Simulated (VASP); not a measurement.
# Re (P6_3/mmc) in VASP: a series of runs, part 2 of 2

VASP 6.6.1. Earlier steps stand in the parts before.

**4. Single point, LDA**

The input, INCAR:

```
  ALGO = Normal
  EDIFF = 1E-6
  ENCUT = 500
  GGA_COMPAT = F
  ISIF = 2
  ISMEAR = -1
  LASPH = T
  LCHARG = F
  LREAL = F
  LWAVE = F
  NBANDS = 22
  NELM = 120
  PREC = Accurate
  SIGMA = 0.15
```

The input, KPOINTS:

```
k-points
0
Gamma
  18 18 10
```

The input, POSCAR:

```
Re
1.0
    2.7403031635      0.0000000000      0.0000000000
   -1.3701515818      2.3731721537      0.0000000000
    0.0000000000      0.0000000000      4.4116126795
Re
2
Direct
    0.3333333333      0.6666666667      0.2500000000
    0.6666666667      0.3333333333      0.7500000000
```

Potentials or basis: VASP PAW LDA potentials, release 64 (Re_sv_GW).

On the command line:

```bash
> cat potpaw_LDA.64/Re_sv_GW/POTCAR > POTCAR
> mpirun -np 1 vasp_std > vasp.out
```

OUTCAR:

```text
EDIFF = 1E-6
   ENCUT = 500
   ISIF = 2
   ISMEAR = -1
   LASPH = T
   LREAL = F
   NELM = 120
   PREC = Accurate

 ion  position               nearest neighbor table
   1  0.333  0.667  0.250-   2 2.71   2 2.71   2 2.71   2 2.71   2 2.71   2 2.71
   2  0.667  0.333  0.750-   1 2.71   1 2.71   1 2.71   1 2.71   1 2.71   1 2.71

  LATTYP: Found a hexagonal cell.
 ALAT       =     2.7403031635
 C/A-ratio  =     1.6098994952

  Lattice vectors:

 A1 = (   2.7403031635,   0.0000000000,   0.0000000000)
 A2 = (  -1.3701515818,   2.3731721537,   0.0000000000)
 A3 = (   0.0000000000,   0.0000000000,   4.4116126795)

Analysis of symmetry for initial positions (statically):
=====================================================================
 Subroutine PRICEL returns:
 Original cell was already a primitive cell.

 Routine SETGRP: Setting up the symmetry group for a
 hexagonal supercell.

 Subroutine GETGRP returns: Found 24 space group operations
 (whereof 12 operations were pure point group operations)
 out of a pool of 24 trial point group operations.

The static configuration has the point symmetry D_3d.
 The point group associated with its full space group is D_6h.

Analysis of symmetry for dynamics (positions and initial velocities):
=====================================================================
 Subroutine PRICEL returns:
 Original cell was already a primitive cell.

 Routine SETGRP: Setting up the symmetry group for a
 hexagonal supercell.

 Subroutine GETGRP returns: Found 24 space group operations
 (whereof 12 operations were pure point group operations)
 out of a pool of 24 trial point group operations.

The dynamic configuration has the point symmetry D_3d.
 The point group associated with its full space group is D_6h.

 Subroutine INISYM returns: Found 24 space group operations
 (whereof 12 operations are pure point group operations),
[... 104 lines left out ...]
   POTIM  = 0.5000    time-step for ionic-motion
   TEBEG  =    0.0;   TEEND  =   0.0 temperature during run
   PSTRESS=    0.0 pullay stress
   NELECT =      30.0000    total number of electrons
   NUPDOWN=      -1.0000    fix difference up-down
   EMIN   =  10.00;   EMAX   =-10.00  energy-range for DOS
   EFERMI =   0.00;   METHOD = LEGACY
   ISMEAR =    -1;   SIGMA  =   0.15  broadening in eV -4-tet -1-fermi 0-gaus
   EFERMI_NEDOS =   21; number of points for ismear=-14 and -15
   IALGO  =     38    algorithm
   IMIX   =      4    mixing-type and parameters
     AMIX     =   0.40;   BMIX     =  1.00
     AMIX_MAG =   1.60;   BMIX_MAG =  1.00
  volume/ion in A,a.u.               =      14.34        96.80
  Fermi-wavevector in a.u.,A,eV,Ry     =   1.661652  3.140068 37.566891  2.761089
  Thomas-Fermi vector in A             =   2.748679
   LORBIT       =      0    0 simple, 1 ext, 2 COOP (PROOUT), +10 PAW based schemes
   GGA     = CA    functional components
   LHFCALC =     F    Hartree Fock is set to
   AEXX    =    0.0000 exact exchange contribution
   IVDW    =     0    specifies the selected vdW correction
   LEPSILON=     F    determine dielectric tensor
   LRPA    =     F    only Hartree local field effects (RPA)
 non-spin polarized calculation
  energy-cutoff  :      500.00
  volume of cell :       28.69
 maximum number of plane-waves:       756
 NGX is ok and might be reduce to    20
   NGX =  9   NGY =  9   NGZ = 17

 number of electron      29.9999994 magnetization

 Free energy of the ion-electron system (eV)
  ---------------------------------------------------
  ext. energy  EPLUGINS =         0.00000000
  ---------------------------------------------------
  free energy    TOTEN  =       -30.81063356 eV

  energy without entropy =      -30.68775392  energy(sigma->0) =      -30.74919374

 E-fermi :  13.2407     XC(G=0): -14.5718

 val. band max:       13.2403378369   @ k =   0.4444   0.1111   0.4000
 cond. band min:      13.2415104300   @ k =   0.1667   0.1111   0.0000
 fundamental gap:      0.0011725932
 Fermi energy:        13.2406826551

 k-point     1 :       0.0000    0.0000    0.0000
  band No.  band energies     occupation
      1     -66.1895      2.00000
      2     -66.0466      2.00000
      3     -28.9804      2.00000
      4     -27.8194      2.00000
      5     -27.8194      2.00000
      6     -27.6234      2.00000
[... 589 lines left out ...]
     21      23.6152      0.00000
     22      24.5382      0.00000

 [... further k-points ...]
[... 5 lines left out ...]
  --------------------------------------------------------------------------------------
  -------------------------------------------------------------------------------------
  Total       -0.1677952     -0.1677952     -0.1777843      0.0000000     -0.0000000     -0.0000000
  in kB       -9.3705455     -9.3705455     -9.9283864      0.0000000     -0.0000000     -0.0000000
  external PRESSURE =      -9.5564925 kB  Pullay stress =       0.0000000 kB

 VOLUME and BASIS-vectors are now :
 -----------------------------------------------------------------------------
  energy-cutoff  :      500.00
  volume of cell :       28.69
      direct lattice vectors                 reciprocal lattice vectors
     2.740303164  0.000000000  0.000000000     0.364923127  0.210688466  0.000000000
    -1.370151582  2.373172154  0.000000000     0.000000000  0.421376931  0.000000000
     0.000000000  0.000000000  4.411612680     0.000000000  0.000000000  0.226674478

 POSITION                                       TOTAL-FORCE (eV/Angst)
 -----------------------------------------------------------------------------------
     -0.00000      1.58211      1.10290         0.000000      0.000000      0.000000
      1.37015      0.79106      3.30871        -0.000000     -0.000000      0.000000
 -----------------------------------------------------------------------------------
    total drift:                               -0.000000      0.000000     -0.000000

  FREE ENERGIE OF THE ION-ELECTRON SYSTEM (eV)
  ---------------------------------------------------
  free  energy   TOTEN  =       -30.8106335608 eV

  energy  without entropy=      -30.6877539242  energy(sigma->0) =      -30.74919374
```

stdout:

```text
POSCAR found type information on POSCAR Re
 POSCAR found :  1 types and       2 ions
 scaLAPACK will be used
 LDA part: xc-table for (Slater(with rela. corr.)+CA(PZ))
 , standard interpolation
 POSCAR, INCAR and KPOINTS ok, starting setup
 FFT: planning ... GRIDC
 FFT: planning ... GRID_SOFT
 FFT: planning ... GRID
 WAVECAR not read
 entering main loop
```

Wall time 93 s (1 thread of Intel Xeon Platinum 8375C at 2.90GHz (Ice Lake), shared host); peak memory 0.22 GiB.

Results:

```
Free energy            : -30.8106 eV
Pressure               : -1.0 GPa
Band gap on the k mesh : zero (bands 15 and 16 overlap by 3.46 eV)
```

Caveat: spin-orbit coupling is left out, which moves the levels of the heavy elements.

**5. Relaxation of cell and atoms, LDA**

The input, INCAR:

```
PREC = Accurate
ENCUT = 600
EDIFF = 1E-7
ISMEAR = 0
SIGMA = 0.1
LREAL = False
LASPH = True
NELM = 80
ALGO = Normal
ISIF = 3
LWAVE = False
LCHARG = False
GGA = CA
IBRION = 2
NSW = 100
EDIFFG = -0.005
```

The input, KPOINTS:

```
regular mesh
0
Gamma
  18 18 10
```

The input, POSCAR:

```
Re
1.0
    2.7375470715      0.0000000000      0.0000000000
   -1.3687735357      2.3707853079      0.0000000000
    0.0000000000      0.0000000000      4.4148487768
Re
2
Direct
    0.3333333333      0.6666666667      0.2500000000
    0.6666666667      0.3333333333      0.7500000000
```

Potentials or basis: VASP PAW LDA potentials, release 64 (Re).

On the command line:

```bash
> cat potpaw_LDA.64/Re/POTCAR > POTCAR
> mpirun -np 1 vasp_std > vasp.out
```

Wall time 3.3 min (1 thread of Intel Xeon 8259CL, shared host); peak memory 0.21 GiB.

The run converged. Its results:

- Free energy: -27.5336 eV
- Relaxed volume: 14.39 Å³/atom
- Relaxed cell: a = 2.742 Å, b = 2.742 Å, c = 4.421 Å, α = 90.00°, β = 90.00°, γ = 120.00°
- Space group after relaxing (to 0.1 Å): P6_3/mmc (No. 194)
- Energy gained by relaxing: 0.3 meV/atom
- Ionic steps: 3
- Pressure after relaxing: 0.0 GPa
- Band gap on the k mesh: zero (bands 7 and 8 overlap by 3.44 eV)

Step by step:
```csv
step,energy change (eV),largest force (eV/Å),pressure (GPa),volume (Å³)
1,0.0000,0.0000,1.80,28.65
2,0.0123,0.0000,-7.45,29.32
3,-0.0007,0.0000,-0.02,28.78
```

Final structure:
```
Re
1.0
     2.74150    0.00000    0.00000
    -1.37075    2.37421    0.00000
     0.00000    0.00000    4.42133
Re
2
Direct
  0.33333 0.66667 0.25000
  0.66667 0.33333 0.75000
```

Levels at points of the mesh, in eV from the Fermi level:
| k point | band 3 | band 4 | band 5 | band 6 | band 7 | band 8 | band 9 | band 10 | band 11 |
| --- | --- | --- | --- | --- | --- | --- | --- | --- | --- |
| (0.00, 0.00, 0.00) | -1.66 | -1.66 | -1.64 | -0.78 | -0.78 | 0.16 | 0.16 | 0.82 | 3.46 |
| (0.50, 0.00, 0.00) | -5.39 | -2.03 | -1.66 | -1.37 | -0.60 | 4.09 | 4.53 | 4.65 | 6.29 |
| (0.00, 0.00, 0.50) | -2.42 | -2.42 | -1.79 | -1.79 | -1.79 | -1.79 | 2.62 | 2.62 | 2.62 |
| (0.50, 0.00, 0.50) | -4.22 | -4.22 | 0.39 | 0.39 | 1.06 | 1.06 | 4.41 | 4.43 | 4.97 |

Caveat: spin-orbit coupling is left out, which moves the levels of the heavy elements.

**6. The runs side by side**

| task | potentials or basis | cell | k mesh | cutoff (eV) | smearing | gap on the mesh (eV) | pressure (GPa) | relaxed volume (Å³/atom) |
| --- | --- | --- | --- | --- | --- | --- | --- | --- |
| single point | VASP PAW LDA potentials, release 64 (Re_sv_GW) | a = 2.737, b = 2.737, c = 4.417 Å, angles 90.0, 90.0, 120.0°, 2 atoms | 18 × 18 × 10 | 500 | gaussian 0.1 eV | none | -1.0 | - |
| relaxation of cell and atoms | VASP PAW LDA potentials, release 64 (Re_sv_GW) | relaxed from a = 2.761, b = 2.761, c = 4.458 Å, angles 90.0, 90.0, 120.0°, 2 atoms | 9 × 9 × 4 | 500 | gaussian 0.1 eV | none | -0.1 | 14.30 |
| single point | VASP PAW LDA potentials, release 64 (Re_sv_GW) | a = 2.740, b = 2.740, c = 4.412 Å, angles 90.0, 90.0, 120.0°, 2 atoms | 18 × 18 × 10 | 500 | fermi-dirac 0.15 eV | none | -1.0 | - |
| relaxation of cell and atoms | VASP PAW LDA potentials, release 64 (Re) | relaxed from a = 2.738, b = 2.738, c = 4.415 Å, angles 90.0, 90.0, 120.0°, 2 atoms | 18 × 18 × 10 | 600 | gaussian 0.1 eV | none | 0.0 | 14.39 |

Alike in all rows: level LDA; no spin polarisation.

Caveats: spin-orbit coupling is left out, which moves the levels of the heavy elements.

Absolute energies hang on the potentials; compare differences alone.
